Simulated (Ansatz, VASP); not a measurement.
## Ta2W in VASP and in Ansatz

```
Ta W
1.0
     3.67188    0.00000    0.00000
    -1.83594    3.17994    0.00000
     0.00000    0.00000    3.96465
Ta W
2 1
Direct
  0.33333 0.66667 0.50000
  0.66667 0.33333 0.50000
  0.00000 0.00000 0.00000
```

Alike in both runs: task relaxation of cell and atoms; functional r2SCAN; k mesh 6 × 6 × 4; occupations gaussian, width 0.1 eV; no spin polarisation.

|  | VASP | Ansatz |
| --- | --- | --- |
| version | VASP 6.6.1 | Ansatz 0.2.0 |
| potentials or method | VASP PAW PBE potentials, release 64 (Ta_pv, W_sv), cutoff 600 eV | scalar-relativistic, plane waves, PAW |
| valence electrons in the cell | 36 | 40 |

|  | VASP | Ansatz | Ansatz less VASP |
| --- | --- | --- | --- |
| gap on the k mesh at the Fermi level, each at its own relaxed structure (eV) | none | none | - |
| relaxed volume (Å³/atom) | 17.48 | 17.43 | -0.052 |
| relaxed length of the cell vector where the two differ most in proportion (Å) | 2.692 | 2.687 | -0.0047 |

VASP's potentials were made for PBE, not for r2SCAN. A gap of «none» marks a metal or a gap that the smearing closes. VASP's potentials hold 36 valence electrons a cell and Ansatz's 40, so a difference there can come from the potentials and not from the codes.

The k mesh is coarse, so the values compare programs but aren't converged. Spin-orbit coupling is off throughout.
